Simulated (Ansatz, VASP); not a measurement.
**Hf in VASP and in Ansatz**

File INCAR:

```
SYSTEM = Hf
ALGO     = Normal         ! electronic algorithm
EDIFF    = 1E-8           ! SCF threshold, eV
ENCUT    = 520            ! plane-wave cutoff, eV
GGA      = CA             ! functional
ISIF     = 2              ! what is computed and relaxed
ISMEAR   = -1             ! smearing method
LASPH    = .TRUE.         ! aspherical terms in the spheres
LCHARG   = .FALSE.        ! write CHGCAR
LEFG     = .TRUE.       
LREAL    = .FALSE.        ! projectors in reciprocal space
LWAVE    = .FALSE.        ! write WAVECAR
NBANDS   = 11             ! bands
NELM     = 80             ! most SCF steps
PREC     = Accurate       ! precision mode
SIGMA    = 0.03           ! smearing width, eV
```

KPOINTS

```
k-points
0
G
  13 13 13
  0 0 0
```

File POSCAR:

```
Hf
1.0
    0.0000000000      2.2200000000      2.2866000000
    2.2200000000      0.0000000000      2.2866000000
    2.2200000000      2.2200000000      0.0000000000
Hf
1
Direct
    0.0000000000      0.0000000000      0.0000000000
```

Input for Ansatz:

```yaml
crystal:
  lattice:
    - [0.0, 2.22, 2.2866]
    - [2.22, 0.0, 2.2866]
    - [2.22, 2.22, 0.0]
  atoms:
    - { symbol: Hf, position: [0.0, 0.0, 0.0] }
kpoints:
  mp_grid: { grid: [13, 13, 13] }
scf:
  occupations: { method: fermi_dirac, width: 0.03 }
hamiltonian:
  xc: lda
  pseudopotentials: { kind: paw }
output:
  forces: true
  stress: true
  eigenvalues: true
  efg: { contact_densities: true }
```

Change from the starting cell: zz strain of +3 %, PAW files.

Alike in both runs: task electric field gradients; functional LDA; k mesh 13 × 13 × 13; occupations fermi-dirac, width 0.03 eV; no spin polarisation.

```csv
,VASP,Ansatz
version,VASP 6.6.1,Ansatz 0.2.0
potentials or method,"VASP PAW LDA potentials, release 64 (Hf_pv)","PAW with Ansatz's default frozen-core files, scalar-relativistic"
plane-wave cutoff (eV),520,420
valence electrons in the cell,10,26
```

Ansatz gave:

* pressure (GPa): -8.3
* traceless stress, the component that is largest in VASP (GPa): -1.15
* size of Vzz on the site where it differs most (V/Å²): 18.6

Q: Which values does VASP return?

A: Pressure (GPa): -8.3; traceless stress, the component that is largest in VASP (GPa): -1.10; size of Vzz on the site where it differs most (V/Å²): 17.3.

LDA's correlation is that of Perdew and Zunger in VASP and of Perdew and Wang (1992) in Ansatz. VASP's potentials hold 10 valence electrons a cell and Ansatz's 26, so a difference there can come from the potentials and not from the codes.

Neither program's run includes spin-orbit coupling.
